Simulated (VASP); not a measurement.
# Ag (P6/mmm) in VASP: notebook, part 2 of 2

VASP 6.6.1.

**4. Relaxation of cell and atoms, LDA**

This run uses another cell than the first one, of 17.06 Å³/atom.

Contents of INCAR:

```
PREC     = Accurate       # precision mode
ENCUT    = 600            # plane-wave cutoff, eV
EDIFF    = 1E-6           # SCF threshold, eV
ISMEAR   = -1             # smearing method
SIGMA    = 0.1            # smearing width, eV
LREAL    = F              # projectors in reciprocal space
LASPH    = T              # aspherical terms in the spheres
NELM     = 80             # most SCF steps
ALGO     = Normal         # electronic algorithm
ISIF     = 3              # what is computed and relaxed
LWAVE    = F              # write WAVECAR
LCHARG   = F              # write CHGCAR
IBRION   = 2              # ionic algorithm
NSW      = 80             # ionic steps
EDIFFG   = -0.01          # ionic threshold
```

Contents of KPOINTS:

```
Automatic mesh
0
Gamma
  8 8 11
```

Contents of POSCAR:

```
Ag
1.0
    4.5850386948      0.0000000000      0.0000000000
   -2.2925193474      3.9707599870      0.0000000000
    0.0000000000      0.0000000000      2.8106287199
Ag
3
Direct
    0.0000000000      0.0000000000      0.0000000000
    0.3333333333      0.6666666667      0.5000000000
    0.6666666667      0.3333333333      0.5000000000
```

Potentials or basis: VASP PAW LDA potentials, release 64 (Ag).

Launch:

```console
cat potpaw_LDA.64/Ag/POTCAR > POTCAR
mpirun -np 1 vasp_std > vasp.out
```

OUTCAR:

```text
PREC = Accurate
   ENCUT = 600
   EDIFF = 1E-6
   ISMEAR = -1
   LREAL = F
   LASPH = T
   NELM = 80
   ISIF = 3
   IBRION = 2
   NSW = 80
   EDIFFG = -0.01

 ion  position               nearest neighbor table
   1  0.000  0.000  0.000-   2 3.00   3 3.00   2 3.00   3 3.00   2 3.00   2 3.00   3 3.00   3 3.00
                             3 3.00   3 3.00   2 3.00   2 3.00
   2  0.333  0.667  0.500-   3 2.65   3 2.65   3 2.65   1 3.00   1 3.00   1 3.00   1 3.00   1 3.00
                             1 3.00
   3  0.667  0.333  0.500-   2 2.65   2 2.65   2 2.65   1 3.00   1 3.00   1 3.00   1 3.00   1 3.00
                             1 3.00

  LATTYP: Found a hexagonal cell.
 ALAT       =     4.5850386948
 C/A-ratio  =     0.6130000000

  Lattice vectors:

 A1 = (   4.5850386948,   0.0000000000,   0.0000000000)
 A2 = (  -2.2925193474,   3.9707599870,   0.0000000000)
 A3 = (   0.0000000000,   0.0000000000,   2.8106287199)

Analysis of symmetry for initial positions (statically):
=====================================================================
 Subroutine PRICEL returns:
 Original cell was already a primitive cell.

 Routine SETGRP: Setting up the symmetry group for a
 hexagonal supercell.

 Subroutine GETGRP returns: Found 24 space group operations
 (whereof 24 operations were pure point group operations)
 out of a pool of 24 trial point group operations.

The static configuration has the point symmetry D_6h.

Analysis of symmetry for dynamics (positions and initial velocities):
=====================================================================
 Subroutine PRICEL returns:
 Original cell was already a primitive cell.

 Routine SETGRP: Setting up the symmetry group for a
 hexagonal supercell.

 Subroutine GETGRP returns: Found 24 space group operations
 (whereof 24 operations were pure point group operations)
 out of a pool of 24 trial point group operations.

The dynamic configuration has the point symmetry D_6h.

[... 127 lines left out ...]
   AEXX    =    0.0000 exact exchange contribution
   IVDW    =     0    specifies the selected vdW correction
   LEPSILON=     F    determine dielectric tensor
   LRPA    =     F    only Hartree local field effects (RPA)
 conjugate gradient relaxation of ions
 non-spin polarized calculation
  energy-cutoff  :      600.00
  volume of cell :       51.17
 maximum number of plane-waves:      1722
 NGX is ok and might be reduce to    40
   NGX = 19   NGY = 19   NGZ = 11

--------------------------------------- Ionic step        1  -------------------------------------------

 number of electron      33.0000005 magnetization

 Free energy of the ion-electron system (eV)
  ---------------------------------------------------
  ext. energy  EPLUGINS =         0.00000000
  ---------------------------------------------------
  free energy    TOTEN  =       -11.07377050 eV

  energy without entropy =      -11.04378732  energy(sigma->0) =      -11.05877891

------------------------ aborting loop because EDIFF is reached ----------------------------------------

  FORCE on cell =-STRESS in cart. coord.  units (eV):
  Direction    XX          YY          ZZ          XY          YZ          ZX
  --------------------------------------------------------------------------------------
  -------------------------------------------------------------------------------------
  Total       -1.1404173     -1.1404173     -2.2519659      0.0000000      0.0000000      0.0000000
  in kB      -35.7070728    -35.7070728    -70.5102534      0.0000000      0.0000000      0.0000000
  external PRESSURE =     -47.3081330 kB  Pullay stress =       0.0000000 kB
[... 135 lines left out ...]
--------------------------------------- Ionic step        5  -------------------------------------------

 number of electron      32.9999997 magnetization

 Free energy of the ion-electron system (eV)
  ---------------------------------------------------
  ext. energy  EPLUGINS =         0.00000000
  ---------------------------------------------------
  free energy    TOTEN  =       -11.11523312 eV

  energy without entropy =      -11.08561176  energy(sigma->0) =      -11.10042244

 E-fermi :   8.8174     XC(G=0): -12.8192

 val. band max:        8.8108564655   @ k =   0.2500   0.1250   0.1818
 cond. band min:       8.8629049298   @ k =   0.3750   0.2500   0.3636
 fundamental gap:      0.0520484644
 Fermi energy:         8.8174414335

 k-point     1 :       0.0000    0.0000    0.0000
  band No.  band energies     occupation
      1       0.6095      2.00000
      2       2.0968      2.00000
      3       3.2903      2.00000
      4       3.4957      2.00000
      5       3.5626      2.00000
      6       3.5626      2.00000
[... 541 lines left out ...]
     19      13.1814      0.00000
     20      18.8954      0.00000

 [... further k-points ...]

------------------------ aborting loop because EDIFF is reached ----------------------------------------

  FORCE on cell =-STRESS in cart. coord.  units (eV):
  Direction    XX          YY          ZZ          XY          YZ          ZX
  --------------------------------------------------------------------------------------
  -------------------------------------------------------------------------------------
  Total        0.0201239      0.0201239      0.0169109      0.0000000      0.0000000      0.0000000
  in kB        0.6569819      0.6569819      0.5520871      0.0000000      0.0000000      0.0000000
  external PRESSURE =       0.6220170 kB  Pullay stress =       0.0000000 kB
[... 18 lines left out ...]
  FREE ENERGIE OF THE ION-ELECTRON SYSTEM (eV)
  ---------------------------------------------------
  free  energy   TOTEN  =       -11.1152331159 eV

  energy  without entropy=      -11.0856117597  energy(sigma->0) =      -11.10042244

 reached required accuracy - stopping structural energy minimisation
```

CONTCAR:

```text
Ag
   1.00000000000000
     4.5567940365332023    0.0000000000000000    0.0000000000000000
    -2.2783970182666011    3.9462993954203354    0.0000000000000000
     0.0000000000000000    0.0000000000000000    2.7291020731825699
  Ag
     3
Direct
     0.0000000000000000    0.0000000000000000    0.0000000000000000
     0.3333333332999970    0.6666666667000030    0.5000000000000000
     0.6666666667000030    0.3333333332999970    0.5000000000000000

  0.00000000E+00  0.00000000E+00  0.00000000E+00
  0.00000000E+00  0.00000000E+00  0.00000000E+00
  0.00000000E+00  0.00000000E+00  0.00000000E+00
```

It took 4.5 min on 1 thread of Intel Xeon 8259CL, shared host; peak memory 0.21 GiB.

What came out:

- Free energy: -11.1152 eV
- Relaxed volume: 16.36 Å³/atom
- Relaxed cell: a = 4.557 Å, b = 4.557 Å, c = 2.729 Å, α = 90.00°, β = 90.00°, γ = 120.00°
- Space group after relaxing (to 0.1 Å): P6/mmm (No. 191)
- Energy gained by relaxing: 13.8 meV/atom
- Ionic steps: 5
- Pressure after relaxing: 0.1 GPa
- Band gap on the k mesh: zero (an odd number of electrons rules out a gap without spin polarisation)

Step by step:
```
step  energy change (eV)  largest force (eV/Å)  pressure (GPa)  volume (Å³)
   1              0.0000                0.0000           -4.73        51.17
   2             -0.0186                0.0000            4.69        47.53
   3             -0.0383                0.0000            0.36        48.98
   4             -0.0414                0.0000            0.07        49.07
   5             -0.0415                0.0000            0.06        49.08
```

Final structure:
```xyz
3
Lattice="4.5568 0.0000 0.0000 -2.2784 3.9463 0.0000 0.0000 0.0000 2.7291" Properties=species:S:1:pos:R:3 pbc="T T T"
Ag    0.0000    0.0000    0.0000
Ag    0.0000    2.6309    1.3646
Ag    2.2784    1.3154    1.3646
```

Levels at points of the mesh, in eV from the Fermi level:
```tsv
k point	band 12	band 13	band 14	band 15	band 16	band 17	band 18	band 19	band 20
(0.00, 0.00, 0.00)	-4.12	-4.06	-4.06	-2.90	-2.90	4.70	4.70	4.72	4.72
(0.50, 0.00, 0.00)	-3.25	-3.23	-3.22	-3.21	-2.84	-2.76	-0.37	4.16	12.28
```

**5. Overview**

```tsv
task	cell	k mesh	cutoff (eV)	gap on the mesh (eV)	pressure (GPa)
single point	a = 4.556, b = 4.556, c = 2.729 Å, angles 90.0, 90.0, 120.0°, 3 atoms	9 × 9 × 13	520	none	0.1
single point	a = 4.674, b = 4.674, c = 2.799 Å, angles 90.0, 90.0, 120.0°, 3 atoms	9 × 9 × 13	520	none	-8.0
relaxation of cell and atoms	relaxed from a = 4.585, b = 4.585, c = 2.811 Å, angles 90.0, 90.0, 120.0°, 3 atoms	8 × 8 × 11	600	none	0.1
```

Alike in all rows: level LDA; potentials or basis VASP PAW LDA potentials, release 64 (Ag); no spin polarisation; smearing fermi-dirac 0.1 eV.

Caveats: the cell stands under tension (at least some runs).

Absolute energies hang on the potentials; compare differences alone.
